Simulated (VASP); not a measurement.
The system is AlN.

```xyz
4
Lattice="3.1138 0.0000 0.0000 -1.5569 2.6966 0.0000 0.0000 0.0000 4.9835" Properties=species:S:1:pos:R:3 pbc="T T T"
Al    1.5569    0.8989    2.4768
Al    0.0000    1.7978    4.9686
N     0.0000    1.7978    1.8888
N     1.5569    0.8989    4.3805
```

Base run:

```yaml
Program: VASP 6.6.1
Functional: PBEsol
Potentials_or_basis: VASP PAW PBE potentials, release 64 (Al, N)
Cutoff: 520 eV
k_mesh: 9 × 9 × 5
Occupations: fermi-dirac, width 0.05 eV
Spin: no spin polarisation
```

Its results: band gap on the k mesh 4.11 eV, direct; pressure 0.0 GPa.

**Question.** The run is repeated on the same cell with these changes: functional from PBEsol to r2SCAN; further incar settings from ALGO = Normal; EDIFF = 1e-06; NBANDS = 16 to ALGO = Normal; EDIFF = 1e-07; NBANDS = 16. What comes out?

**Answer.** Band gap on the k mesh 4.86 eV, direct; pressure -1.6 GPa.

Caveats: the PAW data sets were made with another functional, which shifts forces and pressure a little.

